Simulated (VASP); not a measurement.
# PbSe (rocksalt type) (I4/mmm) in VASP: single point with PBE

Aim: the single point of PbSe (rocksalt type) with PBE.

Everything below comes from runs of VASP 6.6.1. Logs are shortened: lines on timing, memory, paths and dates and some standing lists are left out, and cuts for length are marked.

## 1. The cell of the first run

The structure is tetragonal, space group I4/mmm (No. 139). Conventional cell: a = 4.310 Å, b = 4.310 Å, c = 6.465 Å, α = 90.00°, β = 90.00°, γ = 90.00°. Within 4.0 Å of Pb (site symmetry 4/mmm) lie 6 Se at 3.05 to 3.23 Å. Within 4.0 Å of Se (site symmetry 4/mmm) lie 6 Pb at 3.05 to 3.23 Å.

## 2. Single point, PBE (z stretched by +4 % at fixed volume)

The input, INCAR:

```
SYSTEM = PbSe
PREC = Accurate
ENCUT = 520
EDIFF = 1E-6
ISMEAR = -1
SIGMA = 0.03
LREAL = .FALSE.
LASPH = .TRUE.
NELM = 60
ALGO = Normal
ISIF = 2
LWAVE = .FALSE.
LCHARG = .FALSE.
GGA = PE
NBANDS = 17
```

The input, KPOINTS:

```
Automatic mesh
0
G
  10 10 10
  0 0 0
```

The input, POSCAR:

```
PbSe
1.0
    0.0000000000      3.0476067612      3.2322797198
    3.0476067612      0.0000000000      3.2322797198
    3.0476067612      3.0476067612      0.0000000000
Pb Se
1 1
Direct
    0.0000000000      0.0000000000      0.0000000000
    0.5000000000      0.5000000000      0.5000000000
```

Potentials or basis: VASP PAW PBE potentials, release 64 (Pb_d, Se).

Command:

```
cat potpaw_PBE.64/Pb_d/POTCAR potpaw_PBE.64/Se/POTCAR > POTCAR
mpirun -np 1 vasp_std > vasp.out
```

OUTCAR:

```text
SYSTEM = PbSe
   PREC = Accurate
   ENCUT = 520
   EDIFF = 1E-6
   ISMEAR = -1
   LREAL = .FALSE.
   LASPH = .TRUE.
   NELM = 60
   ISIF = 2
   GGA = PE

 ion  position               nearest neighbor table
   1  0.000  0.000  0.000-   2 3.05   2 3.05   2 3.05   2 3.05   2 3.23   2 3.23
   2  0.500  0.500  0.500-   1 3.05   1 3.05   1 3.05   1 3.05   1 3.23   1 3.23

  LATTYP: Found a body centered tetragonal cell.
 ALAT       =     4.3099668145
 C/A-ratio  =     1.4999093306

  Lattice vectors:

 A1 = (  -3.0476067612,   0.0000000000,   3.2322797198)
 A2 = (   3.0476067612,   0.0000000000,   3.2322797198)
 A3 = (   0.0000000000,   3.0476067612,  -3.2322797198)

Analysis of symmetry for initial positions (statically):
=====================================================================
 Subroutine PRICEL returns:
 Original cell was already a primitive cell.

 Routine SETGRP: Setting up the symmetry group for a
 body centered tetragonal supercell.

 Subroutine GETGRP returns: Found 16 space group operations
 (whereof 16 operations were pure point group operations)
 out of a pool of 16 trial point group operations.

The static configuration has the point symmetry D_4h.

Analysis of symmetry for dynamics (positions and initial velocities):
=====================================================================
 Subroutine PRICEL returns:
 Original cell was already a primitive cell.

 Routine SETGRP: Setting up the symmetry group for a
 body centered tetragonal supercell.

 Subroutine GETGRP returns: Found 16 space group operations
 (whereof 16 operations were pure point group operations)
 out of a pool of 16 trial point group operations.

The dynamic configuration has the point symmetry D_4h.

 Subroutine INISYM returns: Found 16 space group operations
 (whereof 16 operations are pure point group operations),
 and found     1 'primitive' translations

----------------------------------------------------------------------------------------

                                     Primitive cell

  volume of cell :      60.0422

  direct lattice vectors                    reciprocal lattice vectors
     0.000000000  3.047606761  3.232279720    -0.164063161  0.164063161  0.154689582
     3.047606761  0.000000000  3.232279720     0.164063161 -0.164063161  0.154689582
     3.047606761  3.047606761  0.000000000     0.164063161  0.164063161 -0.154689582

  length of vectors
     4.442469939  4.442469939  4.309966814     0.278858941  0.278858941  0.278858941

  position of ions in fractional coordinates (direct lattice)
     0.000000000  0.000000000  0.000000000
     0.500000000  0.500000000  0.500000000

  ion indices of the primitive-cell ions
   primitive index   ion index
                 1           1
                 2           2

----------------------------------------------------------------------------------------

 KPOINTS: Automatic mesh

Automatic generation of k-mesh.
 Grid dimensions read from file:
 generate k-points for:   10   10   10

 Generating k-lattice:

  Cartesian coordinates                     Fractional coordinates (reciprocal lattice)
    -0.016406316  0.016406316  0.015468958     0.100000000 -0.000000000  0.000000000
     0.016406316 -0.016406316  0.015468958    -0.000000000  0.100000000  0.000000000
     0.016406316  0.016406316 -0.015468958     0.000000000  0.000000000  0.100000000

  Length of vectors
     0.027885894  0.027885894  0.027885894

  Shift w.r.t. Gamma in fractional coordinates (k-lattice)
     0.000000000  0.000000000  0.000000000

 Subroutine IBZKPT returns following result:
 ===========================================

 Found    102 irreducible k-points:

 Following reciprocal coordinates:
            Coordinates               Weight
  0.000000  0.000000  0.000000      1.000000
  0.100000  0.000000  0.000000      8.000000
  0.200000  0.000000  0.000000      8.000000
  0.300000 -0.000000  0.000000      8.000000
  0.400000 -0.000000  0.000000      8.000000
  0.500000 -0.000000  0.000000      4.000000
[... 16 lines left out ...]
  0.300000  0.300000  0.000000      2.000000
  0.400000  0.300000  0.000000      8.000000
 [... further k-points ...]
   k-points           NKPTS =    102   k-points in BZ     NKDIM =    102   number of bands    NBANDS=     17
   number of dos      NEDOS =    301   number of ions     NIONS =      2
   total plane-waves  NPLWV =  41472
   dimension x,y,z NGX =    36 NGY =   36 NGZ =   32
   dimension x,y,z NGXF=    72 NGYF=   72 NGZF=   64
   ions per type =               1   1
   NGX,Y,Z   is equivalent  to a cutoff of  13.47, 13.47, 12.34 a.u.
   NGXF,Y,Z  is equivalent  to a cutoff of  26.94, 26.94, 24.69 a.u.
 SYSTEM =  PbSe
   PREC   = accura    normal or accurate (medium, high low for compatibility)
   ISTART =      0    job   : 0-new  1-cont  2-samecut
   ICHARG =      2    charge: 1-file 2-atom 10-const
   ISPIN  =      1    spin polarized calculation?
   LNONCOLLINEAR =      F non collinear calculations
   LSORBIT =      F    spin-orbit coupling
   LASPH  =      T    aspherical Exc in radial PAW
   ENCUT  =  520.0 eV  38.22 Ry    6.18 a.u.   8.26  8.26  8.01*2*pi/ulx,y,z
   NELM   =     60;   NELMIN=  2; NELMDL= -5     # of ELM steps
   EDIFF  = 0.1E-05   stopping-criterion for ELM
   LREAL  =      F    real-space projection
   EDIFFG = 0.1E-04   stopping-criterion for IOM
   NSW    =      0    number of steps for IOM
   IBRION =     -1    ionic relax: 0-MD 1-quasi-New 2-CG
   NFREE  =      0    steps in history (QN), initial steepest desc. (CG)
   ISIF   =      2    stress and relaxation
   ISYM   =      2    0-nonsym 1-usesym 2-fastsym
   POTIM  = 0.5000    time-step for ionic-motion
   TEBEG  =    0.0;   TEEND  =   0.0 temperature during run
   PSTRESS=    0.0 pullay stress
   NELECT =      20.0000    total number of electrons
   NUPDOWN=      -1.0000    fix difference up-down
   EMIN   =  10.00;   EMAX   =-10.00  energy-range for DOS
   EFERMI =   0.00;   METHOD = LEGACY
   ISMEAR =    -1;   SIGMA  =   0.03  broadening in eV -4-tet -1-fermi 0-gaus
   EFERMI_NEDOS =   21; number of points for ismear=-14 and -15
   IALGO  =     38    algorithm
   IMIX   =      4    mixing-type and parameters
     AMIX     =   0.40;   BMIX     =  1.00
     AMIX_MAG =   1.60;   BMIX_MAG =  1.00
  volume/ion in A,a.u.               =      30.02       202.59
  Fermi-wavevector in a.u.,A,eV,Ry     =   1.134835  2.144526 17.522257  1.287850
  Thomas-Fermi vector in A             =   2.271539
   LORBIT       =      0    0 simple, 1 ext, 2 COOP (PROOUT), +10 PAW based schemes
   GGA     = PE    functional components
   LHFCALC =     F    Hartree Fock is set to
   AEXX    =    0.0000 exact exchange contribution
   IVDW    =     0    specifies the selected vdW correction
   LEPSILON=     F    determine dielectric tensor
   LRPA    =     F    only Hartree local field effects (RPA)
 non-spin polarized calculation
  energy-cutoff  :      520.00
  volume of cell :       60.04
 maximum number of plane-waves:      1636
 NGX is ok and might be reduce to    36
   NGX = 17   NGY = 17   NGZ = 17

 number of electron      20.0000001 magnetization

 Free energy of the ion-electron system (eV)
  ---------------------------------------------------
  ext. energy  EPLUGINS =         0.00000000
  ---------------------------------------------------
  free energy    TOTEN  =        -8.15657524 eV

  energy without entropy =       -8.15656633  energy(sigma->0) =       -8.15657079

 E-fermi :   4.7232     XC(G=0):  -9.3136

 val. band max:        4.5455382209   @ k =   0.5000  -0.0000   0.0000
 cond. band min:       4.9007318562   @ k =   0.5000  -0.0000   0.0000
 fundamental gap:      0.3551936353
 Fermi energy:         4.7231590247

 k-point     1 :       0.0000    0.0000    0.0000
  band No.  band energies     occupation
      1     -12.2722      2.00000
      2     -12.2601      2.00000
      3     -12.2601      2.00000
      4     -12.2406      2.00000
      5     -12.2293      2.00000
      6      -8.7155      2.00000
[... 9 lines left out ...]
     16      11.2624      0.00000
     17      12.0338      0.00000

 k-point     2 :       0.1000    0.0000    0.0000
  band No.  band energies     occupation
      1     -12.2725      2.00000
      2     -12.2597      2.00000
      3     -12.2586      2.00000
      4     -12.2386      2.00000
      5     -12.2311      2.00000
      6      -8.6455      2.00000
[... 9 lines left out ...]
     16      11.4600      0.00000
     17      12.6809      0.00000

 k-point     3 :       0.2000    0.0000    0.0000
  band No.  band energies     occupation
      1     -12.2743      2.00000
      2     -12.2582      2.00000
      3     -12.2556      2.00000
      4     -12.2345      2.00000
      5     -12.2323      2.00000
      6      -8.4469      2.00000
[... 9 lines left out ...]
     16      11.9741      0.00000
     17      14.0331      0.00000

 k-point     4 :       0.3000   -0.0000    0.0000
  band No.  band energies     occupation
      1     -12.2777      2.00000
      2     -12.2567      2.00000
      3     -12.2555      2.00000
      4     -12.2351      2.00000
      5     -12.2234      2.00000
      6      -8.1608      2.00000
[... 9 lines left out ...]
     16      12.7844      0.00000
     17      15.4976      0.00000
[... 343 lines left out ...]
      1     -12.2761      2.00000
      2     -12.2595      2.00000
      3     -12.2480      2.00000
      4     -12.2475      2.00000
      5     -12.2162      2.00000
      6      -8.0367      2.00000
[... 9 lines left out ...]
     16      13.1332      0.00000
     17      14.5415      0.00000

 k-point    23 :       0.3000    0.3000    0.0000
  band No.  band energies     occupation
      1     -12.3215      2.00000
      2     -12.2486      2.00000
      3     -12.2392      2.00000
      4     -12.2392      2.00000
      5     -12.2215      2.00000
      6      -8.0620      2.00000
[... 9 lines left out ...]
     16      14.7476      0.00000
     17      14.7574      0.00000

 k-point    24 :       0.4000    0.3000    0.0000
  band No.  band energies     occupation
      1     -12.3305      2.00000
      2     -12.2478      2.00000
      3     -12.2360      2.00000
      4     -12.2360      2.00000
      5     -12.2214      2.00000
      6      -7.8673      2.00000
[... 9 lines left out ...]
     16      15.2938      0.00000
     17      15.8420      0.00000

 [... further k-points ...]

------------------------ aborting loop because EDIFF is reached ----------------------------------------

  FORCE on cell =-STRESS in cart. coord.  units (eV):
  Direction    XX          YY          ZZ          XY          YZ          ZX
  --------------------------------------------------------------------------------------
  -------------------------------------------------------------------------------------
  Total        0.8563935      0.8563935     -1.1863817      0.0000000      0.0000000     -0.0000000
  in kB       22.8521546     22.8521546    -31.6576173      0.0000000      0.0000000     -0.0000000
  external PRESSURE =       4.6822307 kB  Pullay stress =       0.0000000 kB

 VOLUME and BASIS-vectors are now :
 -----------------------------------------------------------------------------
  energy-cutoff  :      520.00
  volume of cell :       60.04
      direct lattice vectors                 reciprocal lattice vectors
     0.000000000  3.047606761  3.232279720    -0.164063161  0.164063161  0.154689582
     3.047606761  0.000000000  3.232279720     0.164063161 -0.164063161  0.154689582
     3.047606761  3.047606761  0.000000000     0.164063161  0.164063161 -0.154689582

 POSITION                                       TOTAL-FORCE (eV/Angst)
 -----------------------------------------------------------------------------------
      0.00000      0.00000      0.00000         0.000000     -0.000000      0.000000
      3.04761      3.04761      3.23228        -0.000000      0.000000     -0.000000
 -----------------------------------------------------------------------------------
    total drift:                               -0.000000      0.000000      0.000000

  FREE ENERGIE OF THE ION-ELECTRON SYSTEM (eV)
  ---------------------------------------------------
  free  energy   TOTEN  =        -8.1565752417 eV

  energy  without entropy=       -8.1565663286  energy(sigma->0) =       -8.15657079
```

It took 50 s on 1 thread of AMD EPYC 9R45 (Zen 5), shared host; peak memory 0.23 GiB.

What came out:

- Free energy: -8.1566 eV
- Pressure: 0.5 GPa
- Band gap on the k mesh: 0.36 eV

Stress tensor (GPa, compression positive):
```
 2.29  0.00  0.00
 0.00  2.29  0.00
 0.00  0.00 -3.17
```

Caveat: spin-orbit coupling is left out, which moves the levels of the heavy elements.
